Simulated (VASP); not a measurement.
Set up this calculation in VASP 6.6.1, as the native input.

```
Task                   : single point
Functional             : PBE
Potentials or basis    : VASP PAW PBE potentials, release 64 (Ta_pv)
Cutoff                 : 520 eV
k mesh                 : 6 × 6 × 6
Occupations            : gaussian, width 0.1 eV
Spin                   : no spin polarisation
Dipole correction      : no
Further INCAR settings : ALGO = Normal; EDIFF = 1e-06; NBANDS = 12
```

The structure of Ta lies in POSCAR:

```
Ta
1.0
    2.7574346482      0.0000000000      0.0000000000
    0.0000000000      2.7574346482      0.0000000000
    0.0000000000      0.0000000000      2.8252557201
Ta
1
Direct
    0.0000000000      0.0000000000      0.0000000000
```

One way to write it, as run:

INCAR

```
SYSTEM = Ta
PREC     = Accurate       ! precision mode
ENCUT    = 520            ! plane-wave cutoff, eV
EDIFF    = 1E-6           ! SCF threshold, eV
ISMEAR   = 0              ! smearing method
SIGMA    = 0.1            ! smearing width, eV
LREAL    = .FALSE.        ! projectors in reciprocal space
LASPH    = .TRUE.         ! aspherical terms in the spheres
NELM     = 100            ! most SCF steps
ALGO     = Normal         ! electronic algorithm
ISIF     = 2              ! what is computed and relaxed
LWAVE    = .FALSE.        ! write WAVECAR
LCHARG   = .FALSE.        ! write CHGCAR
GGA      = PE             ! functional
NBANDS   = 12             ! bands
```

KPOINTS

```
Automatic mesh
0
G
  6 6 6
  0 0 0
```

Potentials or basis: VASP PAW PBE potentials, release 64 (Ta_pv).

The run is started by

```bash
$ cat potpaw_PBE.64/Ta_pv/POTCAR > POTCAR
$ mpirun -np 1 vasp_std > vasp.out
```

Results of the run:

```json
{
 "Pressure": "-4.0 GPa",
 "Band gap on the k mesh": "zero (an odd number of electrons rules out a gap without spin polarisation)"
}
```

Caveat: the k points lie up to 0.38 Å⁻¹ apart, too coarse for converged energies and pressures of a metal; spin-orbit coupling is left out, which moves the levels of the heavy elements.

Run time: 4.1 s on 1 thread of Intel(R) Xeon(R) 6975P-C (Granite Rapids), with other jobs on the host, peak memory 0.14 GiB.
